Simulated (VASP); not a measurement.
# KTaO3 in VASP: further runs, part 2 of 2

VASP 6.6.1. The steps go on from the part before.

**5. Single point, PBE (normal strain along x -0.0700, normal strain along y -0.0467)**

The input, INCAR:

```
SYSTEM = KTaO3
PREC = Accurate
ENCUT = 520
EDIFF = 1E-6
ISMEAR = 0
SIGMA = 0.05
LREAL = .FALSE.
LASPH = .TRUE.
NELM = 100
ALGO = Normal
ISIF = 2
LWAVE = .FALSE.
LCHARG = .FALSE.
GGA = PE
NBANDS = 27
```

The input, KPOINTS:

```
Automatic mesh
0
G
  8 8 8
  0 0 0
```

The input, POSCAR:

```
KTaO3
1.0
    3.7431111446      0.0000000000      0.0000000000
    0.0000000000      3.8368901657      0.0000000000
    0.0000000000      0.0000000000      4.0248506931
K Ta O
1 1 3
Direct
    0.5000000000      0.5000000000      0.5000000000
    0.0000000000      0.0000000000      0.0000000000
    0.5000000000      0.0000000000      0.0000000000
    0.0000000000      0.5000000000      0.0000000000
    0.0000000000      0.0000000000      0.5000000000
```

Potentials or basis: VASP PAW PBE potentials, release 64 (K_sv, Ta_pv, O).

Started as:

```sh
cat potpaw_PBE.64/K_sv/POTCAR potpaw_PBE.64/Ta_pv/POTCAR potpaw_PBE.64/O/POTCAR > POTCAR
mpirun -np 1 vasp_std > vasp.out
```

OUTCAR:

```text
SYSTEM = KTaO3
   PREC = Accurate
   ENCUT = 520
   EDIFF = 1E-6
   ISMEAR = 0
   LREAL = .FALSE.
   LASPH = .TRUE.
   NELM = 100
   ISIF = 2
   GGA = PE

 ion  position               nearest neighbor table
   1  0.500  0.500  0.500-   5 2.68   5 2.68   5 2.68   5 2.68   4 2.75   4 2.75   4 2.75   4 2.75
                             3 2.78   3 2.78   3 2.78   3 2.78   2 3.35   2 3.35   2 3.35   2 3.35
   2  0.000  0.000  0.000-   3 1.87   3 1.87   4 1.92   4 1.92   5 2.01   5 2.01   1 3.35   1 3.35
                             1 3.35   1 3.35   1 3.35   1 3.35   1 3.35   1 3.35
   3  0.500  0.000  0.000-   2 1.87   2 1.87   1 2.78   1 2.78   1 2.78   1 2.78
   4  0.000  0.500  0.000-   2 1.92   2 1.92   1 2.75   1 2.75   1 2.75   1 2.75
   5  0.000  0.000  0.500-   2 2.01   2 2.01   1 2.68   1 2.68   1 2.68   1 2.68

  LATTYP: Found a simple orthorhombic cell.
 ALAT       =     3.7431111446
 B/A-ratio  =     1.0250537634
 C/A-ratio  =     1.0752688172

  Lattice vectors:

 A1 = (   3.7431111446,   0.0000000000,   0.0000000000)
 A2 = (   0.0000000000,   3.8368901657,   0.0000000000)
 A3 = (   0.0000000000,   0.0000000000,   4.0248506931)

Analysis of symmetry for initial positions (statically):
=====================================================================
 Subroutine PRICEL returns:
 Original cell was already a primitive cell.

 Routine SETGRP: Setting up the symmetry group for a
 simple orthorhombic supercell.

 Subroutine GETGRP returns: Found  8 space group operations
 (whereof  8 operations were pure point group operations)
 out of a pool of  8 trial point group operations.

The static configuration has the point symmetry D_2h.

Analysis of symmetry for dynamics (positions and initial velocities):
=====================================================================
 Subroutine PRICEL returns:
 Original cell was already a primitive cell.

 Routine SETGRP: Setting up the symmetry group for a
 simple orthorhombic supercell.
[... 126 lines left out ...]
   ISMEAR =     0;   SIGMA  =   0.05  broadening in eV -4-tet -1-fermi 0-gaus
   EFERMI_NEDOS =   21; number of points for ismear=-14 and -15
   IALGO  =     38    algorithm
   IMIX   =      4    mixing-type and parameters
     AMIX     =   0.40;   BMIX     =  1.00
     AMIX_MAG =   1.60;   BMIX_MAG =  1.00
  volume/ion in A,a.u.               =      11.56        78.02
  Fermi-wavevector in a.u.,A,eV,Ry     =   1.423471  2.689971 27.569088  2.026271
  Thomas-Fermi vector in A             =   2.544065
   LORBIT       =      0    0 simple, 1 ext, 2 COOP (PROOUT), +10 PAW based schemes
   GGA     = PE    functional components
   LHFCALC =     F    Hartree Fock is set to
   AEXX    =    0.0000 exact exchange contribution
   IVDW    =     0    specifies the selected vdW correction
   LEPSILON=     F    determine dielectric tensor
   LRPA    =     F    only Hartree local field effects (RPA)
 non-spin polarized calculation
 Gauss-broadening in eV      SIGMA  =   0.05
  energy-cutoff  :      520.00
  volume of cell :       57.80
 maximum number of plane-waves:      1570
 NGX is ok and might be reduce to    28
   NGX = 13   NGY = 15   NGZ = 15

 number of electron      37.9999988 magnetization

 Free energy of the ion-electron system (eV)
  ---------------------------------------------------
  ext. energy  EPLUGINS =         0.00000000
  ---------------------------------------------------
  free energy    TOTEN  =       -40.14503206 eV

  energy without entropy =      -40.14503206  energy(sigma->0) =      -40.14503206

 E-fermi :   2.7468     XC(G=0): -11.3646

 val. band max:        2.5111220271   @ k =   0.5000   0.5000   0.5000
 cond. band min:       4.7742393675   @ k =   0.0000   0.0000   0.0000
 fundamental gap:      2.2631173405
 Fermi energy:         2.7468385662

 k-point     1 :       0.0000    0.0000    0.0000
  band No.  band energies     occupation
      1     -31.3442      2.00000
      2     -31.2605      2.00000
      3     -31.1628      2.00000
      4     -24.7798      2.00000
      5     -15.6680      2.00000
      6     -14.9733      2.00000
[... 709 lines left out ...]
     26      14.2343      0.00000
     27      14.2514      0.00000

 [... further k-points ...]
[... 5 lines left out ...]
  --------------------------------------------------------------------------------------
  -------------------------------------------------------------------------------------
  Total       18.4277594     12.7408399      4.1803958      0.0000000      0.0000000      0.0000000
  in kB      510.7651430    353.1398878    115.8686977      0.0000000      0.0000000      0.0000000
  external PRESSURE =     326.5912428 kB  Pullay stress =       0.0000000 kB

 VOLUME and BASIS-vectors are now :
 -----------------------------------------------------------------------------
  energy-cutoff  :      520.00
  volume of cell :       57.80
      direct lattice vectors                 reciprocal lattice vectors
     3.743111145  0.000000000  0.000000000     0.267157442  0.000000000  0.000000000
     0.000000000  3.836890166  0.000000000     0.000000000  0.260627737  0.000000000
     0.000000000  0.000000000  4.024850693     0.000000000  0.000000000  0.248456421

 POSITION                                       TOTAL-FORCE (eV/Angst)
 -----------------------------------------------------------------------------------
      1.87156      1.91845      2.01243         0.000000      0.000000      0.000000
      0.00000      0.00000      0.00000         0.000000      0.000000      0.000000
      1.87156      0.00000      0.00000         0.000000      0.000000      0.000000
      0.00000      1.91845      0.00000         0.000000      0.000000      0.000000
      0.00000      0.00000      2.01243         0.000000      0.000000      0.000000
 -----------------------------------------------------------------------------------
    total drift:                                0.000000      0.000000     -0.000000

  FREE ENERGIE OF THE ION-ELECTRON SYSTEM (eV)
  ---------------------------------------------------
  free  energy   TOTEN  =       -40.1450320612 eV

  energy  without entropy=      -40.1450320612  energy(sigma->0) =      -40.14503206
```

OSZICAR:

```text
N       E                     dE             d eps       ncg     rms          rms(c)
DAV:   1     0.331969073715E+03    0.33197E+03   -0.21025E+04  6750   0.143E+03
DAV:   2    -0.288419849322E+02   -0.36081E+03   -0.34871E+03  7924   0.414E+02
DAV:   3    -0.477516146514E+02   -0.18910E+02   -0.18822E+02  9264   0.929E+01
DAV:   4    -0.484614571922E+02   -0.70984E+00   -0.70856E+00 11380   0.113E+01
DAV:   5    -0.484649038202E+02   -0.34466E-02   -0.34462E-02  8811   0.827E-01    0.417E+01
DAV:   6    -0.402697570633E+02    0.81951E+01   -0.32933E+01  8144   0.412E+01    0.165E+01
DAV:   7    -0.401962118821E+02    0.73545E-01   -0.14788E+00  8974   0.798E+00    0.110E+01
DAV:   8    -0.401553122073E+02    0.40900E-01   -0.25736E-01  7980   0.421E+00    0.257E+00
DAV:   9    -0.401451036104E+02    0.10209E-01   -0.28454E-02  8854   0.118E+00    0.304E-01
DAV:  10    -0.401449523447E+02    0.15127E-03   -0.55974E-03  9248   0.503E-01    0.126E-01
DAV:  11    -0.401450141354E+02   -0.61791E-04   -0.32060E-04  9336   0.129E-01    0.410E-02
DAV:  12    -0.401450279493E+02   -0.13814E-04   -0.35360E-05  8510   0.432E-02    0.231E-02
DAV:  13    -0.401450320437E+02   -0.40944E-05   -0.69771E-06  9171   0.196E-02    0.598E-03
DAV:  14    -0.401450320612E+02   -0.17545E-07   -0.79278E-07  6558   0.698E-03
   1 F= -.40145032E+02 E0= -.40145032E+02  d E =-.142348E-13
```

It took 1.8 min on 1 thread of AMD EPYC 9R14 (Zen 4), shared host; peak memory 0.27 GiB.

What came out:

* Free energy: -40.1450 eV
* Pressure: 32.7 GPa
* Band gap on the k mesh: 2.26 eV, indirect (least direct gap 2.75 eV)

Caveat: the cell differs from its parent crystal (normal strain along x -0.0700, normal strain along y -0.0467); spin-orbit coupling is left out, which moves the levels of the heavy elements. A k mesh can miss the band edges.

**6. Overview**

| cell | gap on the mesh (eV) | pressure (GPa) |
| --- | --- | --- |
| a = 4.213, b = 4.307, c = 4.025 Å, 5 atoms | 1.74 | -15.3 |
| a = 4.025, b = 4.307 Å, 5 atoms | 1.87 | -9.2 |
| a = 4.307, b = 4.307, c = 4.025 Å, 5 atoms | 1.67 | -17.3 |
| a = 3.743, b = 3.837, c = 4.025 Å, 5 atoms | 2.26 | 32.7 |

Alike in all rows: task single point; level PBE; potentials or basis VASP PAW PBE potentials, release 64 (K_sv, Ta_pv, O); no spin polarisation; k mesh 8 × 8 × 8; cutoff (eV) 520; smearing gaussian 0.05 eV.

Caveats: spin-orbit coupling is left out, which moves the levels of the heavy elements.

Absolute energies hang on the potentials; compare differences alone.
